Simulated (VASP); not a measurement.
# HfSi (Fm-3m) in VASP: notebook

The runs below take HfSi through vibrations by perturbation theory, elastic constants, with LDA.

All numbers are computed with VASP 6.6.1; they aren't measurements. Logs are shortened: lines on timing, memory, paths and dates and some standing lists are left out, and cuts for length are marked.

### 1 The cell of the first run

It takes space group Fm-3m (No. 225, cubic). Conventional cell: a = 5.254 Å, b = 5.254 Å, c = 5.254 Å, α = 90.00°, β = 90.00°, γ = 90.00°. Hf (site symmetry m-3m) has 6 Si at 2.63 Å within 3.5 Å. Si (site symmetry m-3m) has 6 Hf at 2.63 Å within 3.5 Å.

### 2 Vibrations by perturbation theory, LDA

The input, INCAR:

```
SYSTEM = HfSi
ALGO     = Normal         ! electronic algorithm
EDIFF    = 1E-8           ! SCF threshold, eV
ENCUT    = 520            ! plane-wave cutoff, eV
GGA      = CA             ! functional
IBRION   = 8              ! ionic algorithm
ISIF     = 2              ! what is computed and relaxed
ISMEAR   = -1             ! smearing method
LASPH    = .TRUE.         ! aspherical terms in the spheres
LCHARG   = .FALSE.        ! write CHGCAR
LREAL    = .FALSE.        ! projectors in reciprocal space
LWAVE    = .FALSE.        ! write WAVECAR
NBANDS   = 14             ! bands
NELM     = 80             ! most SCF steps
NSW      = 1              ! ionic steps
PREC     = Accurate       ! precision mode
SIGMA    = 0.15           ! smearing width, eV
```

The input, KPOINTS:

```
k-points
0
G
  10 10 10
  0 0 0
```

The input, POSCAR:

```
HfSi
1.0
    0.0000000000      2.6272000000      2.6272000000
    2.6272000000      0.0000000000      2.6272000000
    2.6272000000      2.6272000000      0.0000000000
Hf Si
1 1
Direct
    0.0000000000      0.0000000000      0.0000000000
    0.5000000000      0.5000000000      0.5000000000
```

Potentials or basis: VASP PAW LDA potentials, release 64 (Hf_pv, Si).

The run is started by

```sh
$ cat potpaw_LDA.64/Hf_pv/POTCAR potpaw_LDA.64/Si/POTCAR > POTCAR
$ mpirun -np 1 vasp_std > vasp.out
```

OUTCAR:

```text
SYSTEM = HfSi
   EDIFF = 1E-8
   ENCUT = 520
   GGA = CA
   IBRION = 8
   ISIF = 2
   ISMEAR = -1
   LASPH = .TRUE.
   LREAL = .FALSE.
   NELM = 80
   NSW = 1
   PREC = Accurate

 ion  position               nearest neighbor table
   1  0.000  0.000  0.000-   2 2.63   2 2.63   2 2.63   2 2.63   2 2.63   2 2.63
   2  0.500  0.500  0.500-   1 2.63   1 2.63   1 2.63   1 2.63   1 2.63   1 2.63

  LATTYP: Found a face centered cubic cell.
 ALAT       =     5.2544000000

  Lattice vectors:

 A1 = (   0.0000000000,   2.6272000000,   2.6272000000)
 A2 = (   2.6272000000,   0.0000000000,   2.6272000000)
 A3 = (   2.6272000000,   2.6272000000,   0.0000000000)

Analysis of symmetry for initial positions (statically):
=====================================================================
 Subroutine PRICEL returns:
 Original cell was already a primitive cell.

 Routine SETGRP: Setting up the symmetry group for a
 face centered cubic supercell.

 Subroutine GETGRP returns: Found 48 space group operations
 (whereof 48 operations were pure point group operations)
 out of a pool of 48 trial point group operations.

The static configuration has the point symmetry O_h .

Analysis of symmetry for dynamics (positions and initial velocities):
=====================================================================
 Subroutine PRICEL returns:
 Original cell was already a primitive cell.

 Routine SETGRP: Setting up the symmetry group for a
 face centered cubic supercell.

 Subroutine GETGRP returns: Found 48 space group operations
 (whereof 48 operations were pure point group operations)
 out of a pool of 48 trial point group operations.

The dynamic configuration has the point symmetry O_h .

 Subroutine INISYM returns: Found 48 space group operations
 (whereof 48 operations are pure point group operations),
 and found     1 'primitive' translations

----------------------------------------------------------------------------------------

                                     Primitive cell

  volume of cell :      36.2668

  direct lattice vectors                    reciprocal lattice vectors
     0.000000000  2.627200000  2.627200000    -0.190316687  0.190316687  0.190316687
     2.627200000  0.000000000  2.627200000     0.190316687 -0.190316687  0.190316687
     2.627200000  2.627200000  0.000000000     0.190316687  0.190316687 -0.190316687

  length of vectors
     3.715421871  3.715421871  3.715421871     0.329638171  0.329638171  0.329638171

  position of ions in fractional coordinates (direct lattice)
     0.000000000  0.000000000  0.000000000
     0.500000000  0.500000000  0.500000000

  ion indices of the primitive-cell ions
   primitive index   ion index
                 1           1
                 2           2

----------------------------------------------------------------------------------------

 KPOINTS: k-points

Automatic generation of k-mesh.
 Grid dimensions read from file:
 generate k-points for:   10   10   10

 Generating k-lattice:

  Cartesian coordinates                     Fractional coordinates (reciprocal lattice)
    -0.019031669  0.019031669  0.019031669     0.100000000  0.000000000  0.000000000
     0.019031669 -0.019031669  0.019031669     0.000000000  0.100000000  0.000000000
     0.019031669  0.019031669 -0.019031669     0.000000000  0.000000000  0.100000000

  Length of vectors
     0.032963817  0.032963817  0.032963817

  Shift w.r.t. Gamma in fractional coordinates (k-lattice)
     0.000000000  0.000000000  0.000000000

 Subroutine IBZKPT returns following result:
 ===========================================

 Found     47 irreducible k-points:

 Following reciprocal coordinates:
            Coordinates               Weight
  0.000000  0.000000  0.000000      1.000000
  0.100000  0.000000  0.000000      8.000000
  0.200000  0.000000  0.000000      8.000000
  0.300000  0.000000  0.000000      8.000000
  0.400000  0.000000  0.000000      8.000000
  0.500000  0.000000  0.000000      4.000000
[... 16 lines left out ...]
  0.300000  0.300000  0.000000      6.000000
[... 25 lines left out ...]
   NFREE  =      0    steps in history (QN), initial steepest desc. (CG)
   ISIF   =      2    stress and relaxation
   ISYM   =      2    0-nonsym 1-usesym 2-fastsym
   POTIM  = 0.5000    time-step for ionic-motion
   TEBEG  =    0.0;   TEEND  =   0.0 temperature during run
   PSTRESS=    0.0 pullay stress
   NELECT =      14.0000    total number of electrons
   NUPDOWN=      -1.0000    fix difference up-down
   EMIN   =  10.00;   EMAX   =-10.00  energy-range for DOS
   EFERMI =   0.00;   METHOD = LEGACY
   ISMEAR =    -1;   SIGMA  =   0.15  broadening in eV -4-tet -1-fermi 0-gaus
   EFERMI_NEDOS =   21; number of points for ismear=-14 and -15
   IALGO  =     38    algorithm
   IMIX   =      4    mixing-type and parameters
     AMIX     =   0.40;   BMIX     =  1.00
     AMIX_MAG =   1.60;   BMIX_MAG =  1.00
  volume/ion in A,a.u.               =      18.13       122.37
  Fermi-wavevector in a.u.,A,eV,Ry     =   1.192013  2.252578 19.332455  1.420895
  Thomas-Fermi vector in A             =   2.328061
   LORBIT       =      0    0 simple, 1 ext, 2 COOP (PROOUT), +10 PAW based schemes
   GGA     = CA    functional components
   LHFCALC =     F    Hartree Fock is set to
   AEXX    =    0.0000 exact exchange contribution
   IVDW    =     0    specifies the selected vdW correction
   LEPSILON=     F    determine dielectric tensor
   LRPA    =     F    only Hartree local field effects (RPA)
 non-spin polarized calculation
  energy-cutoff  :      520.00
  volume of cell :       36.27
 maximum number of plane-waves:       990
   NGX = 13   NGY = 13   NGZ = 13

--------------------------------------- Ionic step        1  -------------------------------------------

 number of electron      13.9999999 magnetization

 Free energy of the ion-electron system (eV)
  ---------------------------------------------------
  ext. energy  EPLUGINS =         0.00000000
  ---------------------------------------------------
  free energy    TOTEN  =       -17.90320244 eV

  energy without entropy =      -17.85811890  energy(sigma->0) =      -17.88066067

 E-fermi :   6.4175     XC(G=0): -11.3667

 val. band max:        6.3864873776   @ k =   0.1000   0.1000   0.0000
 cond. band min:       6.5236534017   @ k =   0.0000   0.0000   0.0000
 fundamental gap:      0.1371660241
 Fermi energy:         6.4175403143

 k-point     1 :       0.0000    0.0000    0.0000
  band No.  band energies     occupation
      1     -23.8481      2.00000
      2     -23.8481      2.00000
      3     -23.8481      2.00000
      4      -4.0524      2.00000
      5       6.5237      0.66034
      6       6.5237      0.66034
      7       6.5237      0.66034
      8       7.3549      0.00386
      9       7.3549      0.00386
     10       9.0444      0.00000
     11       9.0444      0.00000
     12       9.0444      0.00000
     13      14.8792      0.00000
     14      14.9380      0.00000
[... 377 lines left out ...]
      1     -23.9961      2.00000
      2     -23.9096      2.00000
      3     -23.9037      2.00000
      4      -1.7233      2.00000
      5       2.9511      2.00000
      6       4.4396      2.00000
      7       6.0515      1.83968
      8       6.6284      0.39386
      9       8.8686      0.00000
     10      10.5387      0.00000
     11      11.1431      0.00000
     12      12.1050      0.00000
     13      14.0855      0.00000
     14      17.5009      0.00000

 [... further k-points ...]

------------------------ aborting loop because EDIFF is reached ----------------------------------------

  FORCE on cell =-STRESS in cart. coord.  units (eV):
  Direction    XX          YY          ZZ          XY          YZ          ZX
  --------------------------------------------------------------------------------------
  -------------------------------------------------------------------------------------
  Total        0.0407215      0.0407215      0.0407215      0.0000000      0.0000000     -0.0000000
  in kB        1.7989738      1.7989738      1.7989738      0.0000000      0.0000000     -0.0000000
  external PRESSURE =       1.7989738 kB  Pullay stress =       0.0000000 kB

 VOLUME and BASIS-vectors are now :
 -----------------------------------------------------------------------------
  energy-cutoff  :      520.00
  volume of cell :       36.27
      direct lattice vectors                 reciprocal lattice vectors
     0.000000000  2.627200000  2.627200000    -0.190316687  0.190316687  0.190316687
     2.627200000  0.000000000  2.627200000     0.190316687 -0.190316687  0.190316687
     2.627200000  2.627200000  0.000000000     0.190316687  0.190316687 -0.190316687

 POSITION                                       TOTAL-FORCE (eV/Angst)
 -----------------------------------------------------------------------------------
      0.00000      0.00000      0.00000         0.000000      0.000000      0.000000
      2.62720      2.62720      2.62720        -0.000000     -0.000000      0.000000
 -----------------------------------------------------------------------------------
    total drift:                               -0.000000      0.000000      0.000000

  FREE ENERGIE OF THE ION-ELECTRON SYSTEM (eV)
  ---------------------------------------------------
  free  energy   TOTEN  =       -17.9032024356 eV

  energy  without entropy=      -17.8581189005  energy(sigma->0) =      -17.88066067

[... ionic steps 2 to 3 ...]

--------------------------------------- Ionic step        4  -------------------------------------------

------------------------ aborting loop because EDIFF is reached ----------------------------------------

[... ionic steps 5 to 6 ...]

--------------------------------------- Ionic step        7  -------------------------------------------

 Free energy of the ion-electron system (eV)
  ---------------------------------------------------
  ---------------------------------------------------
  free energy    TOTEN  =        -0.01912723 eV

  energy without entropy =       -0.01912723

------------------------ aborting loop because EDIFF is reached ----------------------------------------

 INTERNAL STRAIN TENSOR  FOR ION    2  DIRECTION 1   (eV/Angst):
 -----------------------------------------------------------------------------
    -0.03258  0.00000 -0.00000
     0.00000  0.01398 -0.00000
     0.00000 -0.00000  0.01398

 INTERNAL STRAIN TENSOR FOR ION    2 for displacements in x,y,z  (eV/Angst):
          X           Y           Z          XY          YZ          ZX
  --------------------------------------------------------------------------------
  x     0.00000     0.00000     0.00000     0.00000     0.00000     0.00000
  y     0.00000     0.00000     0.00000     0.00000     0.00000     0.00000
  z     0.00000     0.00000     0.00000     0.00000     0.00000     0.00000

 SECOND DERIVATIVES (NOT SYMMETRIZED)
 ------------------------------------
               1X          1Y          1Z          2X          2Y          2Z
  1X   -11.414088    0.000000    0.000000   11.414088    0.000000    0.000000
  1Y     0.000000  -11.414088    0.000000    0.000000   11.414088    0.000000
  1Z     0.000000    0.000000  -11.414088    0.000000    0.000000   11.414088
  2X    11.414561    0.000000    0.000000  -11.414561    0.000000    0.000000
  2Y     0.000000   11.414561    0.000000    0.000000  -11.414561    0.000000
  2Z     0.000000    0.000000   11.414561    0.000000    0.000000  -11.414561

 Eigenvectors and eigenvalues of the dynamical matrix
 ----------------------------------------------------

   1 f  =   10.721951 THz    67.368006 2PiTHz  357.645794 cm-1    44.342407 meV
             X         Y         Z           dx          dy          dz
      0.000000  0.000000  0.000000     0.000000    0.368715    0.000000
      2.627200  2.627200  2.627200     0.000000   -0.929543    0.000000
[... 21 lines left out ...]
   6 f/i=    0.000076 THz     0.000478 2PiTHz    0.002538 cm-1     0.000315 meV
             X         Y         Z           dx          dy          dz
      0.000000  0.000000  0.000000     0.000000    0.000000    0.929543
      2.627200  2.627200  2.627200     0.000000    0.000000    0.368715

--------------------------------------------------------------------------------------------------------

 ELASTIC MODULI CONTR FROM IONIC RELAXATION (kBar)
 Direction    XX          YY          ZZ          XY          YZ          ZX
 --------------------------------------------------------------------------------
 XX           0.0000      0.0000      0.0000      0.0000      0.0000      0.0000
 YY           0.0000      0.0000      0.0000      0.0000      0.0000      0.0000
 ZZ           0.0000      0.0000      0.0000      0.0000      0.0000      0.0000
 XY           0.0000      0.0000      0.0000      0.0000      0.0000      0.0000
 YZ           0.0000      0.0000      0.0000      0.0000      0.0000      0.0000
 ZX           0.0000      0.0000      0.0000      0.0000      0.0000      0.0000
 --------------------------------------------------------------------------------
```

It took 80 s on 1 thread of Intel Xeon 6975P-C (Granite Rapids), shared host; peak memory 0.25 GiB.

What came out:

```
Highest phonon frequency at Γ : 358 cm⁻¹
```

Phonon frequencies in cm⁻¹ (negative: imaginary):
| q point | frequencies |
| --- | --- |
| (0.000, 0.000, 0.000) | 0 0 0 358 358 358 |

Caveat: spin-orbit coupling is left out, which moves the levels of the heavy elements.

### 3 Elastic constants, LDA

The input, INCAR:

```
SYSTEM = HfSi
PREC = Accurate ; ENCUT = 600
EDIFF = 1E-8 ; ISMEAR = -1
SIGMA = 0.15 ; LREAL = .False.
LASPH = .True. ; NELM = 100
ALGO = Normal ; ISIF = 3
LWAVE = .False. ; LCHARG = .True.
NBANDS = 14 ; IBRION = 6
NFREE = 2 ; POTIM = 0.015
NSW = 1
```

The input, KPOINTS:

```
Automatic mesh
0
Gamma
  10 10 10
  0 0 0
```

POSCAR is that of step 2.

Potentials or basis: VASP PAW LDA potentials, release 64 (Hf_pv, Si).

The run is started by

```sh
$ cat potpaw_LDA.64/Hf_pv/POTCAR potpaw_LDA.64/Si/POTCAR > POTCAR
$ mpirun -np 1 vasp_std > vasp.out
```

Wall time 9.3 min (1 thread of Intel Xeon 6975P-C (Granite Rapids), shared host); peak memory 0.41 GiB.

It converged, with:

- Elastic constants C11, C12, C44: 318, 41, 19 GPa
- Voigt bulk modulus: 133 GPa
- Highest phonon frequency at Γ: 358 cm⁻¹

Phonon frequencies in cm⁻¹ (negative: imaginary):
| q point | frequencies |
| --- | --- |
| (0.000, 0.000, 0.000) | 0 0 0 358 358 358 |

Elastic tensor in Voigt notation (GPa, in the Cartesian axes of the cell as first typed):
```
318  41  41   0   0   0
 41 318  41   0   0   0
 41  41 318   0   0   0
  0   0   0  19   0   0
  0   0   0   0  19   0
  0   0   0   0   0  19
```

Clamped-ion elastic tensor (GPa):
```
318  41  41   0   0   0
 41 318  41   0   0   0
 41  41 318   0   0   0
  0   0   0  19   0   0
  0   0   0   0  19   0
  0   0   0   0   0  19
```

Caveat: spin-orbit coupling is left out, which moves the levels of the heavy elements.
